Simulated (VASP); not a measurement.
# AgCl (P4/mmm) in VASP: settings compared

Aim: see how the results for AgCl move with the level of theory and the settings. Levels: PBE, r2SCAN. Tasks: single point.

All numbers are computed with VASP 6.6.1; they aren't measurements. Logs are shortened: lines on timing, memory, paths and dates and some standing lists are left out, and cuts for length are marked.

### 1 The cell of the first run

Symmetry: P4/mmm, No. 123, tetragonal system. Conventional cell: a = 3.396 Å, b = 3.396 Å, c = 3.264 Å, α = 90.00°, β = 90.00°, γ = 90.00°. Within 3.8 Å of Ag (site symmetry 4/mmm) lie 8 Cl at 2.90 Å and 6 Ag at 3.26 to 3.40 Å. Cl (site symmetry 4/mmm) has 8 Ag at 2.90 Å and 6 Cl at 3.26 to 3.40 Å within 3.8 Å.

### 2 Single point, PBE (uniaxial z strain -3.9%)

The input, INCAR:

```
PREC     = Accurate       # precision mode
ENCUT    = 520            # plane-wave cutoff, eV
EDIFF    = 1E-6           # SCF threshold, eV
ISMEAR   = -1             # smearing method
SIGMA    = 0.02           # smearing width, eV
LREAL    = F              # projectors in reciprocal space
LASPH    = T              # aspherical terms in the spheres
NELM     = 60             # most SCF steps
ALGO     = Normal         # electronic algorithm
ISIF     = 2              # what is computed and relaxed
LWAVE    = F              # write WAVECAR
LCHARG   = F              # write CHGCAR
GGA      = PE             # functional
NBANDS   = 16             # bands
```

The input, KPOINTS:

```
Automatic mesh
0
Gamma
  8 8 8
```

The input, POSCAR:

```
AgCl
1.0
    3.3955880419      0.0000000000      0.0000000000
    0.0000000000      3.3955880419      0.0000000000
    0.0000000000      0.0000000000      3.2638392259
Ag Cl
1 1
Direct
    0.0000000000      0.0000000000      0.0000000000
    0.5000000000      0.5000000000      0.5000000000
```

Potentials or basis: VASP PAW PBE potentials, release 64 (Ag, Cl).

Launch:

```console
cat potpaw_PBE.64/Ag/POTCAR potpaw_PBE.64/Cl/POTCAR > POTCAR
mpirun -np 1 vasp_std > vasp.out
```

OUTCAR:

```text
PREC = Accurate
   ENCUT = 520
   EDIFF = 1E-6
   ISMEAR = -1
   LREAL = F
   LASPH = T
   NELM = 60
   ISIF = 2
   GGA = PE

 ion  position               nearest neighbor table
   1  0.000  0.000  0.000-   2 2.90   2 2.90   2 2.90   2 2.90   2 2.90   2 2.90   2 2.90   2 2.90

   2  0.500  0.500  0.500-   1 2.90   1 2.90   1 2.90   1 2.90   1 2.90   1 2.90   1 2.90   1 2.90

  LATTYP: Found a simple tetragonal cell.
 ALAT       =     3.3955880419
 C/A-ratio  =     0.9612000000

  Lattice vectors:

 A1 = (   3.3955880419,   0.0000000000,   0.0000000000)
 A2 = (   0.0000000000,   3.3955880419,   0.0000000000)
 A3 = (   0.0000000000,   0.0000000000,   3.2638392259)

Analysis of symmetry for initial positions (statically):
=====================================================================
 Subroutine PRICEL returns:
 Original cell was already a primitive cell.

 Routine SETGRP: Setting up the symmetry group for a
 simple tetragonal supercell.

 Subroutine GETGRP returns: Found 16 space group operations
 (whereof 16 operations were pure point group operations)
 out of a pool of 16 trial point group operations.

The static configuration has the point symmetry D_4h.

Analysis of symmetry for dynamics (positions and initial velocities):
=====================================================================
 Subroutine PRICEL returns:
 Original cell was already a primitive cell.

 Routine SETGRP: Setting up the symmetry group for a
 simple tetragonal supercell.

 Subroutine GETGRP returns: Found 16 space group operations
 (whereof 16 operations were pure point group operations)
 out of a pool of 16 trial point group operations.

The dynamic configuration has the point symmetry D_4h.

 Subroutine INISYM returns: Found 16 space group operations
 (whereof 16 operations are pure point group operations),
 and found     1 'primitive' translations

----------------------------------------------------------------------------------------

                                     Primitive cell

  volume of cell :      37.6321

  direct lattice vectors                    reciprocal lattice vectors
     3.395588042  0.000000000  0.000000000     0.294499800  0.000000000  0.000000000
     0.000000000  3.395588042  0.000000000     0.000000000  0.294499800  0.000000000
     0.000000000  0.000000000  3.263839226     0.000000000  0.000000000  0.306387641

  length of vectors
     3.395588042  3.395588042  3.263839226     0.294499800  0.294499800  0.306387641

  position of ions in fractional coordinates (direct lattice)
     0.000000000  0.000000000  0.000000000
     0.500000000  0.500000000  0.500000000

  ion indices of the primitive-cell ions
   primitive index   ion index
                 1           1
                 2           2

----------------------------------------------------------------------------------------

 KPOINTS: Automatic mesh

Automatic generation of k-mesh.
 Grid dimensions read from file:
 generate k-points for:    8    8    8

 Generating k-lattice:

  Cartesian coordinates                     Fractional coordinates (reciprocal lattice)
     0.036812475  0.000000000  0.000000000     0.125000000  0.000000000  0.000000000
     0.000000000  0.036812475  0.000000000     0.000000000  0.125000000  0.000000000
     0.000000000  0.000000000  0.038298455     0.000000000  0.000000000  0.125000000

  Length of vectors
     0.036812475  0.036812475  0.038298455

  Shift w.r.t. Gamma in fractional coordinates (k-lattice)
     0.000000000  0.000000000  0.000000000

 Subroutine IBZKPT returns following result:
 ===========================================

 Found     75 irreducible k-points:

 Following reciprocal coordinates:
            Coordinates               Weight
  0.000000  0.000000  0.000000      1.000000
  0.125000  0.000000  0.000000      4.000000
  0.250000  0.000000  0.000000      4.000000
  0.375000  0.000000  0.000000      4.000000
  0.500000  0.000000  0.000000      2.000000
  0.125000  0.125000  0.000000      4.000000
[... 16 lines left out ...]
  0.375000  0.125000  0.125000     16.000000
  0.500000  0.125000  0.125000      8.000000
 [... further k-points ...]
   k-points           NKPTS =     75   k-points in BZ     NKDIM =     75   number of bands    NBANDS=     16
   number of dos      NEDOS =    301   number of ions     NIONS =      2
   total plane-waves  NPLWV =  18816
   dimension x,y,z NGX =    28 NGY =   28 NGZ =   24
   dimension x,y,z NGXF=    56 NGYF=   56 NGZF=   48
   ions per type =               1   1
   NGX,Y,Z   is equivalent  to a cutoff of  13.71, 13.71, 12.22 a.u.
   NGXF,Y,Z  is equivalent  to a cutoff of  27.42, 27.42, 24.45 a.u.
 SYSTEM =  unknown system
   PREC   = accura    normal or accurate (medium, high low for compatibility)
   ISTART =      0    job   : 0-new  1-cont  2-samecut
   ICHARG =      2    charge: 1-file 2-atom 10-const
   ISPIN  =      1    spin polarized calculation?
   LNONCOLLINEAR =      F non collinear calculations
   LSORBIT =      F    spin-orbit coupling
   LASPH  =      T    aspherical Exc in radial PAW
   ENCUT  =  520.0 eV  38.22 Ry    6.18 a.u.   6.31  6.31  6.07*2*pi/ulx,y,z
   NELM   =     60;   NELMIN=  2; NELMDL= -5     # of ELM steps
   EDIFF  = 0.1E-05   stopping-criterion for ELM
   LREAL  =      F    real-space projection
   EDIFFG = 0.1E-04   stopping-criterion for IOM
   NSW    =      0    number of steps for IOM
   IBRION =     -1    ionic relax: 0-MD 1-quasi-New 2-CG
   NFREE  =      0    steps in history (QN), initial steepest desc. (CG)
   ISIF   =      2    stress and relaxation
   ISYM   =      2    0-nonsym 1-usesym 2-fastsym
   POTIM  = 0.5000    time-step for ionic-motion
   TEBEG  =    0.0;   TEEND  =   0.0 temperature during run
   PSTRESS=    0.0 pullay stress
   NELECT =      18.0000    total number of electrons
   NUPDOWN=      -1.0000    fix difference up-down
   EMIN   =  10.00;   EMAX   =-10.00  energy-range for DOS
   EFERMI =   0.00;   METHOD = LEGACY
   ISMEAR =    -1;   SIGMA  =   0.02  broadening in eV -4-tet -1-fermi 0-gaus
   EFERMI_NEDOS =   21; number of points for ismear=-14 and -15
   IALGO  =     38    algorithm
   IMIX   =      4    mixing-type and parameters
     AMIX     =   0.40;   BMIX     =  1.00
     AMIX_MAG =   1.60;   BMIX_MAG =  1.00
  volume/ion in A,a.u.               =      18.82       126.98
  Fermi-wavevector in a.u.,A,eV,Ry     =   1.280303  2.419422 22.302339  1.639176
  Thomas-Fermi vector in A             =   2.412739
   LORBIT       =      0    0 simple, 1 ext, 2 COOP (PROOUT), +10 PAW based schemes
   GGA     = PE    functional components
[... 5 lines left out ...]
 non-spin polarized calculation
  energy-cutoff  :      520.00
  volume of cell :       37.63
 maximum number of plane-waves:      1032
 NGX is ok and might be reduce to    28
   NGX = 13   NGY = 13   NGZ = 13

 number of electron      18.0000000 magnetization

 Free energy of the ion-electron system (eV)
  ---------------------------------------------------
  ext. energy  EPLUGINS =         0.00000000
  ---------------------------------------------------
  free energy    TOTEN  =        -5.08403949 eV

  energy without entropy =       -5.08403948  energy(sigma->0) =       -5.08403948

 E-fermi :   5.1669     XC(G=0): -10.7797

 val. band max:        4.8918701154   @ k =   0.5000   0.0000   0.0000
 cond. band min:       5.4266802610   @ k =   0.0000   0.0000   0.0000
 fundamental gap:      0.5348101456
 Fermi energy:         5.1668835081

 k-point     1 :       0.0000    0.0000    0.0000
  band No.  band energies     occupation
      1     -10.2136      2.00000
      2       1.7401      2.00000
      3       1.8220      2.00000
      4       2.8470      2.00000
      5       2.9026      2.00000
      6       2.9026      2.00000
[... 8 lines left out ...]
     15      19.5418      0.00000
     16      21.1107      0.00000

 k-point     2 :       0.1250    0.0000    0.0000
  band No.  band energies     occupation
      1     -10.1435      2.00000
      2       1.4865      2.00000
      3       1.7885      2.00000
      4       2.3425      2.00000
      5       2.5678      2.00000
      6       2.6103      2.00000
[... 8 lines left out ...]
     15      18.4237      0.00000
     16      21.4937      0.00000

 k-point     3 :       0.2500    0.0000    0.0000
  band No.  band energies     occupation
      1      -9.9647      2.00000
      2       0.4497      2.00000
      3       1.8408      2.00000
      4       1.9093      2.00000
      5       2.1770      2.00000
      6       2.7464      2.00000
[... 8 lines left out ...]
     15      18.6623      0.00000
     16      21.3131      0.00000

 k-point     4 :       0.3750    0.0000    0.0000
  band No.  band energies     occupation
      1      -9.7702      2.00000
      2      -0.4506      2.00000
      3       1.6334      2.00000
      4       1.8984      2.00000
      5       1.9192      2.00000
      6       2.9483      2.00000
[... 8 lines left out ...]
     15      20.6141      0.00000
     16      21.1376      0.00000
[... 324 lines left out ...]
 k-point    22 :       0.2500    0.1250    0.1250
  band No.  band energies     occupation
      1      -9.8340      2.00000
      2       0.6219      2.00000
      3       1.5424      2.00000
      4       1.8645      2.00000
      5       2.1903      2.00000
      6       2.6563      2.00000
[... 8 lines left out ...]
     15      18.3549      0.00000
     16      21.3679      0.00000

 k-point    23 :       0.3750    0.1250    0.1250
  band No.  band energies     occupation
      1      -9.6577      2.00000
      2      -0.1681      2.00000
      3       1.4325      2.00000
      4       1.9680      2.00000
      5       2.0892      2.00000
      6       2.7754      2.00000
[... 8 lines left out ...]
     15      19.4717      0.00000
     16      21.5292      0.00000

 k-point    24 :       0.5000    0.1250    0.1250
  band No.  band energies     occupation
      1      -9.5802      2.00000
      2      -0.4717      2.00000
      3       1.3768      2.00000
      4       1.9817      2.00000
      5       2.0647      2.00000
      6       2.8125      2.00000
[... 8 lines left out ...]
     15      19.7712      0.00000
     16      22.1960      0.00000

 [... further k-points ...]

------------------------ aborting loop because EDIFF is reached ----------------------------------------

  FORCE on cell =-STRESS in cart. coord.  units (eV):
  Direction    XX          YY          ZZ          XY          YZ          ZX
  --------------------------------------------------------------------------------------
  -------------------------------------------------------------------------------------
  Total        0.7388575      0.7388575      1.2740330      0.0000000     -0.0000000      0.0000000
  in kB       31.4566518     31.4566518     54.2416036      0.0000000     -0.0000000      0.0000000
  external PRESSURE =      39.0516357 kB  Pullay stress =       0.0000000 kB

 VOLUME and BASIS-vectors are now :
 -----------------------------------------------------------------------------
  energy-cutoff  :      520.00
  volume of cell :       37.63
      direct lattice vectors                 reciprocal lattice vectors
     3.395588042  0.000000000  0.000000000     0.294499800  0.000000000  0.000000000
     0.000000000  3.395588042  0.000000000     0.000000000  0.294499800  0.000000000
     0.000000000  0.000000000  3.263839226     0.000000000  0.000000000  0.306387641

 POSITION                                       TOTAL-FORCE (eV/Angst)
 -----------------------------------------------------------------------------------
      0.00000      0.00000      0.00000         0.000000      0.000000      0.000000
      1.69779      1.69779      1.63192         0.000000      0.000000      0.000000
 -----------------------------------------------------------------------------------
    total drift:                               -0.000000      0.000000      0.000000

  FREE ENERGIE OF THE ION-ELECTRON SYSTEM (eV)
  ---------------------------------------------------
  free  energy   TOTEN  =        -5.0840394854 eV

  energy  without entropy=       -5.0840394803  energy(sigma->0) =       -5.08403948
```

It took 54 s on 1 thread of Intel Xeon 8259CL, shared host; peak memory 0.18 GiB.

Results:

```yaml
Free_energy: -5.0840 eV
Pressure: 3.9 GPa
Band_gap_on_the_k_mesh: 0.53 eV (least direct gap 2.05 eV)
```

Caveat: the cell differs from its parent crystal (uniaxial z strain -3.9%); the cell stands under pressure. A k mesh can miss the band edges.

### 3 Single point, PBE (uniaxial x strain +4.5%)

The input, INCAR:

```
  ALGO = Normal
  EDIFF = 1E-6
  ENCUT = 520
  GGA = PE
  ISIF = 2
  ISMEAR = -1
  LASPH = T
  LCHARG = F
  LREAL = F
  LWAVE = F
  NBANDS = 16
  NELM = 60
  PREC = Accurate
  SIGMA = 0.02
```

The input, KPOINTS:

```
k-points
0
Gamma
  8 8 8
```

The input, POSCAR:

```
AgCl
1.0
    3.5470312686      0.0000000000      0.0000000000
    0.0000000000      3.3955880419      0.0000000000
    0.0000000000      0.0000000000      3.3955880419
Ag Cl
1 1
Direct
    0.0000000000      0.0000000000      0.0000000000
    0.5000000000      0.5000000000      0.5000000000
```

Potentials or basis: VASP PAW PBE potentials, release 64 (Ag, Cl).

Launch:

```console
cat potpaw_PBE.64/Ag/POTCAR potpaw_PBE.64/Cl/POTCAR > POTCAR
mpirun -np 1 vasp_std > vasp.out
```

Run time: 64 s. Hardware: 1 thread of Intel Xeon 8259CL, shared host; peak memory 0.19 GiB.

It converged, with:

```
Free energy            : -5.1136 eV
Pressure               : -0.7 GPa
Band gap on the k mesh : 0.52 eV (least direct gap 1.89 eV)
```

Stress tensor (GPa, compression positive):
```
-2.02  0.00  0.00
 0.00 -0.01  0.00
 0.00  0.00 -0.01
```

Levels at points of the mesh, in eV from the valence-band top:
| k point | band 6 | band 7 | band 8 | band 9 | band 10 | band 11 | band 12 | band 13 |
| --- | --- | --- | --- | --- | --- | --- | --- | --- |
| (0.00, 0.00, 0.00) | -1.77 | -1.76 | -1.37 | -1.37 | 0.52 | 9.29 | 9.55 | 13.08 |
| (0.50, 0.00, 0.00) | -1.73 | -1.56 | 0.00 | 0.00 | 5.04 | 5.30 | 9.46 | 10.18 |
| (0.00, 0.50, 0.00) | -1.76 | -1.39 | -0.08 | -0.02 | 4.77 | 5.47 | 9.43 | 9.44 |
| (0.50, 0.50, 0.00) | -2.08 | -2.02 | -1.53 | -0.79 | 2.66 | 8.68 | 9.17 | 10.63 |
| (0.00, 0.50, 0.50) | -2.14 | -2.14 | -1.47 | -1.05 | 3.04 | 8.69 | 8.69 | 10.50 |
| (0.50, 0.50, 0.50) | -1.46 | -0.25 | -0.25 | -0.17 | 4.76 | 4.76 | 4.89 | 6.68 |

Caveat: the cell differs from its parent crystal (uniaxial x strain +4.5%). A k mesh can miss the band edges.

(Continued in part 2 of 2.)
